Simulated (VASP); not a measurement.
A run of VASP 6.6.1 is set up as follows.

Contents of INCAR:

```
PREC     = Accurate       # precision mode
ENCUT    = 600            # plane-wave cutoff, eV
EDIFF    = 1E-7           # SCF threshold, eV
ISMEAR   = 0              # smearing method
SIGMA    = 0.02           # smearing width, eV
LREAL    = F              # projectors in reciprocal space
LASPH    = T              # aspherical terms in the spheres
NELM     = 100            # most SCF steps
ALGO     = Normal         # electronic algorithm
ISIF     = 3              # what is computed and relaxed
LWAVE    = F              # write WAVECAR
LCHARG   = F              # write CHGCAR
GGA      = PE             # functional
IBRION   = 2              # ionic algorithm
NSW      = 100            # ionic steps
EDIFFG   = -0.01          # ionic threshold
```

The input KPOINTS:

```
Automatic mesh
0
Gamma
  8 8 8
```

Contents of POSCAR:

```
Zn4SO3
1.0
    4.8207754706      0.0000000000      0.0000000000
    0.0000000000      4.8207754706      0.0000000000
    0.0000000000      0.0000000000      4.8207754706
Zn S O
4 1 3
Direct
    0.7706067502      0.7706067502      0.7706067502
    0.7706067502      0.2293932498      0.2293932498
    0.2293932498      0.7706067502      0.2293932498
    0.2293932498      0.2293932498      0.7706067502
    0.5000000000      0.5000000000      0.5000000000
    0.0000000000      0.0000000000      0.5000000000
    0.0000000000      0.5000000000      0.0000000000
    0.5000000000      0.0000000000      0.0000000000
```

Potentials or basis: VASP PAW PBE potentials, release 64 (Zn, S, O).

Run with:

```sh
$ cat potpaw_PBE.64/Zn/POTCAR potpaw_PBE.64/S/POTCAR potpaw_PBE.64/O/POTCAR > POTCAR
$ mpirun -np 1 vasp_std > vasp.out
```

What does it give for the relaxed volume?

14.06 Å³/atom.

Estimate the band gap on the k mesh.

0.42 eV, direct.

Final structure:
```yaml
crystal:
  lattice:
    - [4.82763, 0.00000, 0.00000]
    - [0.00000, 4.82763, 0.00000]
    - [0.00000, 0.00000, 4.82763]
  atoms:
    - { symbol: Zn, position: [0.77041, 0.77041, 0.77041] }
    - { symbol: Zn, position: [0.77041, 0.22959, 0.22959] }
    - { symbol: Zn, position: [0.22959, 0.77041, 0.22959] }
    - { symbol: Zn, position: [0.22959, 0.22959, 0.77041] }
    - { symbol: S, position: [0.50000, 0.50000, 0.50000] }
    - { symbol: O, position: [0.00000, 0.00000, 0.50000] }
    - { symbol: O, position: [0.00000, 0.50000, 0.00000] }
    - { symbol: O, position: [0.50000, 0.00000, 0.00000] }
```

Expect the measured gap to be larger: semilocal functionals such as PBE lack the derivative discontinuity.
